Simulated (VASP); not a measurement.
# RbBr in VASP: further runs, part 2 of 2

VASP 6.6.1.

## 4. Single point, r2SCAN (uniaxial x strain -1.5%)

The input, POSCAR:

```
RbBr
1.0
    0.0000000000      3.4608258933      3.4608258933
    3.4089135049      0.0000000000      3.4608258933
    3.4089135049      3.4608258933      0.0000000000
Rb Br
1 1
Direct
    0.0000000000      0.0000000000      0.0000000000
    0.5000000000      0.5000000000      0.5000000000
```

The input, INCAR.step1:

```
SYSTEM = RbBr
PREC = Accurate ; ENCUT = 520
ISMEAR = 0 ; SIGMA = 0.01
LREAL = .False. ; LASPH = .True.
NELM = 80 ; NBANDS = 15
GGA = PE ; ALGO = Normal
EDIFF = 1E-4 ; LWAVE = .True.
LCHARG = .False.
```

The input, INCAR.step2:

```
SYSTEM = RbBr
PREC = Accurate ; ENCUT = 520
EDIFF = 1E-6 ; ISMEAR = 0
SIGMA = 0.01 ; LREAL = .False.
LASPH = .True. ; NELM = 80
ALGO = Normal ; ISIF = 2
LWAVE = .False. ; LCHARG = .False.
METAGGA = R2SCAN ; LMIXTAU = .True.
NBANDS = 15 ; ISTART = 1
```

The input, KPOINTS:

```
Automatic mesh
0
Gamma
  6 6 6
  0 0 0
```

Launch:

```console
$ cat potpaw_PBE.64/Rb_sv/POTCAR potpaw_PBE.64/Br/POTCAR > POTCAR
$ cp INCAR.step1 INCAR
$ mpirun -np 1 vasp_std > vasp.out
$ cp INCAR.step2 INCAR
$ mpirun -np 1 vasp_std > vasp.out
```

Wall time 2.3 min (1 thread of Intel Xeon Platinum 8488C (Sapphire Rapids), shared host); peak memory 0.23 GiB.

Results (log left out):

| Property | Result |
| --- | --- |
| Free energy | -31.1531 eV |
| Pressure | 0.3 GPa |
| Band gap on the k mesh | 4.92 eV |

Stress tensor (GPa, compression positive):
```
0.63 0.00 0.00
0.00 0.10 0.00
0.00 0.00 0.10
```

Levels at points of the mesh, in eV from the valence-band top:
```csv
k point,band 5,band 6,band 7,band 8,band 9,band 10,band 11,band 12
"(0.00, 0.00, 0.00)",-8.73,-0.02,-0.02,0.00,4.92,7.84,7.84,7.93
"(0.50, 0.00, 0.00)",-8.67,-0.96,-0.35,-0.35,7.24,8.21,10.16,10.18
"(0.50, 0.50, 0.00)",-8.79,-0.50,-0.17,-0.16,6.07,7.88,9.61,10.00
"(0.00, 0.50, 0.50)",-8.80,-0.47,-0.18,-0.18,6.05,7.89,9.67,10.03
```

Caveat: the cell differs from its parent crystal (uniaxial x strain -1.5%); the PAW data sets were made with another functional, which shifts forces and pressure a little.

## 5. Single point, r2SCAN (strain along [111] +2.5%)

The input, POSCAR:

```
RbBr
1.0
    0.0576804316      3.5185063249      3.5185063249
    3.5185063249      0.0576804316      3.5185063249
    3.5185063249      3.5185063249      0.0576804316
Rb Br
1 1
Direct
    0.0000000000      0.0000000000      0.0000000000
    0.5000000000      0.5000000000      0.5000000000
```

The input, INCAR.step1:

```
SYSTEM = RbBr
  PREC = Accurate
  ENCUT = 520
  ISMEAR = 0
  SIGMA = 0.01
  LREAL = .FALSE.
  LASPH = .TRUE.
  NELM = 80
  NBANDS = 15
  GGA = PE
  ALGO = Normal
  EDIFF = 1E-4
  LWAVE = .TRUE.
  LCHARG = .FALSE.
```

The input, INCAR.step2:

```
SYSTEM = RbBr
  PREC = Accurate
  ENCUT = 520
  EDIFF = 1E-6
  ISMEAR = 0
  SIGMA = 0.01
  LREAL = .FALSE.
  LASPH = .TRUE.
  NELM = 80
  ALGO = Normal
  ISIF = 2
  LWAVE = .FALSE.
  LCHARG = .FALSE.
  METAGGA = R2SCAN
  LMIXTAU = .TRUE.
  NBANDS = 15
  ISTART = 1
```

The input, KPOINTS:

```
Automatic mesh
0
G
  6 6 6
  0 0 0
```

Launch:

```console
$ cat potpaw_PBE.64/Rb_sv/POTCAR potpaw_PBE.64/Br/POTCAR > POTCAR
$ cp INCAR.step1 INCAR
$ mpirun -np 1 vasp_std > vasp.out
$ cp INCAR.step2 INCAR
$ mpirun -np 1 vasp_std > vasp.out
```

It took 3.6 min on 1 thread of Intel Xeon Platinum 8488C (Sapphire Rapids), shared host; peak memory 0.27 GiB.

Results (log left out):

```yaml
Free_energy: -31.1531 eV
Pressure: -0.3 GPa
Band_gap_on_the_k_mesh: 4.81 eV
```

Stress tensor (GPa, compression positive):
```
-0.29 -0.07 -0.07
-0.07 -0.29 -0.07
-0.07 -0.07 -0.29
```

Levels at points of the mesh, in eV from the valence-band top:
| k point | band 6 | band 7 | band 8 | band 9 | band 10 | band 11 |
| --- | --- | --- | --- | --- | --- | --- |
| (0.00, 0.00, 0.00) | -0.04 | 0.00 | 0.00 | 4.81 | 7.73 | 7.92 |
| (0.50, 0.00, 0.00) | -0.89 | -0.35 | -0.31 | 7.14 | 8.09 | 9.97 |
| (0.50, 0.50, 0.00) | -0.48 | -0.19 | -0.15 | 6.10 | 7.72 | 9.42 |
| (0.50, 0.50, 0.50) | -0.90 | -0.28 | -0.28 | 7.14 | 7.99 | 9.99 |

Caveat: the cell differs from its parent crystal (strain along [111] +2.5%); the PAW data sets were made with another functional, which shifts forces and pressure a little.

## 6. Single point, r2SCAN (shear xy strain +3.0%)

The input, POSCAR:

```
RbBr
1.0
    0.0519123884      3.4608258933      3.4608258933
    3.4608258933      0.0519123884      3.4608258933
    3.5127382817      3.5127382817      0.0000000000
Rb Br
1 1
Direct
    0.0000000000      0.0000000000      0.0000000000
    0.5000000000      0.5000000000      0.5000000000
```

The input, INCAR.step1:

```
SYSTEM = RbBr
PREC = Accurate
ENCUT = 520
ISMEAR = 0
SIGMA = 0.01
LREAL = .FALSE.
LASPH = .TRUE.
NELM = 100
NBANDS = 15
GGA = PE
ALGO = Normal
EDIFF = 1E-4
LWAVE = .TRUE.
LCHARG = .FALSE.
```

The input, INCAR.step2:

```
SYSTEM = RbBr
PREC = Accurate
ENCUT = 520
EDIFF = 1E-7
ISMEAR = 0
SIGMA = 0.01
LREAL = .FALSE.
LASPH = .TRUE.
NELM = 100
ALGO = Normal
ISIF = 2
LWAVE = .FALSE.
LCHARG = .FALSE.
METAGGA = R2SCAN
LMIXTAU = .TRUE.
NBANDS = 15
ISTART = 1
```

KPOINTS is that of step 5.

Potentials or basis: VASP PAW PBE potentials, release 64 (Rb_sv, Br).

Launch:

```console
$ cat potpaw_PBE.64/Rb_sv/POTCAR potpaw_PBE.64/Br/POTCAR > POTCAR
$ cp INCAR.step1 INCAR
$ mpirun -np 1 vasp_std > vasp.out
$ cp INCAR.step2 INCAR
$ mpirun -np 1 vasp_std > vasp.out
```

OUTCAR:

```text
SYSTEM = RbBr
   PREC = Accurate
   ENCUT = 520
   EDIFF = 1E-7
   ISMEAR = 0
   LREAL = .FALSE.
   LASPH = .TRUE.
   NELM = 100
   ISIF = 2
   METAGGA = R2SCAN
   ISTART = 1

 ion  position               nearest neighbor table
   1  0.000  0.000  0.000-   2 3.46   2 3.46   2 3.46   2 3.46   2 3.46   2 3.46
   2  0.500  0.500  0.500-   1 3.46   1 3.46   1 3.46   1 3.46   1 3.46   1 3.46

  LATTYP: Found a body centered orthorhombic cell.
 ALAT       =     4.8209317116
 B/A-ratio  =     1.0304568528
 C/A-ratio  =     1.4357498095

  Lattice vectors:
[... 621 lines left out ...]

  FORCE on cell =-STRESS in cart. coord.  units (eV):
  Direction    XX          YY          ZZ          XY          YZ          ZX
  --------------------------------------------------------------------------------------
  -------------------------------------------------------------------------------------
  Total        0.0208326      0.0208326      0.0190724     -0.0613017      0.0000000      0.0000000
  in kB        0.4027004      0.4027004      0.3686747     -1.1849812      0.0000000      0.0000000
  external PRESSURE =       0.3913585 kB  Pullay stress =       0.0000000 kB

 VOLUME and BASIS-vectors are now :
 -----------------------------------------------------------------------------
  energy-cutoff  :      520.00
  volume of cell :       82.88
      direct lattice vectors                 reciprocal lattice vectors
     0.051912388  3.460825893  3.460825893    -0.146674299  0.146674299  0.144474185
     3.460825893  0.051912388  3.460825893     0.146674299 -0.146674299  0.144474185
     3.512738282  3.512738282  0.000000000     0.142339098  0.142339098 -0.144474185

 POSITION                                       TOTAL-FORCE (eV/Angst)
 -----------------------------------------------------------------------------------
      0.00000      0.00000      0.00000         0.000000      0.000000      0.000000
      3.51274      3.51274      3.46083         0.000000     -0.000000     -0.000000
 -----------------------------------------------------------------------------------
    total drift:                                0.000000      0.000000      0.000000

  FREE ENERGIE OF THE ION-ELECTRON SYSTEM (eV)
  ---------------------------------------------------
  free  energy   TOTEN  =       -31.1547324877 eV

  energy  without entropy=      -31.1547324877  energy(sigma->0) =      -31.15473249
```

It took 3.5 min on 1 thread of Intel Xeon Platinum 8488C (Sapphire Rapids), shared host; peak memory 0.26 GiB.

What came out:

```
Free energy            : -31.1547 eV
Pressure               : 0.0 GPa
Band gap on the k mesh : 4.87 eV
```

Levels at points of the mesh, in eV from the valence-band top:
| k point | band 6 | band 7 | band 8 | band 9 | band 10 | band 11 |
| --- | --- | --- | --- | --- | --- | --- |
| (0.00, 0.00, 0.00) | -0.05 | -0.03 | 0.00 | 4.87 | 7.73 | 7.85 |
| (0.50, 0.00, 0.00) | -0.94 | -0.39 | -0.35 | 7.19 | 8.19 | 10.06 |
| (0.50, 0.50, 0.00) | -0.50 | -0.21 | -0.15 | 6.07 | 7.81 | 9.54 |
| (0.00, 0.00, 0.50) | -0.95 | -0.35 | -0.31 | 7.19 | 8.10 | 9.99 |
| (0.50, 0.00, 0.50) | -0.50 | -0.18 | -0.18 | 6.07 | 7.81 | 9.54 |

Caveat: the cell differs from its parent crystal (shear xy strain +3.0%); the PAW data sets were made with another functional, which shifts forces and pressure a little.

## 7. Summary

```csv
level,cell,smearing,gap on the mesh (eV),pressure (GPa)
PBE,"a = 4.976 Å, angles 58.9°, 2 atoms",fermi-dirac 0.02 eV,4.21,0.2
PBE,"a = 4.895, b = 4.895, c = 4.968 Å, angles 59.5, 59.5, 59.0°, 2 atoms",fermi-dirac 0.02 eV,4.26,0.6
r2SCAN,"a = 4.894, b = 4.858, c = 4.858 Å, angles 60.5, 59.8, 59.8°, 2 atoms",gaussian 0.01 eV,4.92,0.3
r2SCAN,"a = 4.976 Å, angles 58.9°, 2 atoms",gaussian 0.01 eV,4.81,-0.3
r2SCAN,"a = 4.895, b = 4.895, c = 4.968 Å, angles 59.5, 59.5, 59.0°, 2 atoms",gaussian 0.01 eV,4.87,0.0
```

Alike in all rows: task single point; potentials or basis VASP PAW PBE potentials, release 64 (Rb_sv, Br); no spin polarisation; k mesh 6 × 6 × 6; cutoff (eV) 520.

Caveats: the PAW data sets were made with another functional, which shifts forces and pressure a little (at least some runs).

Absolute energies hang on the potentials; compare differences alone.
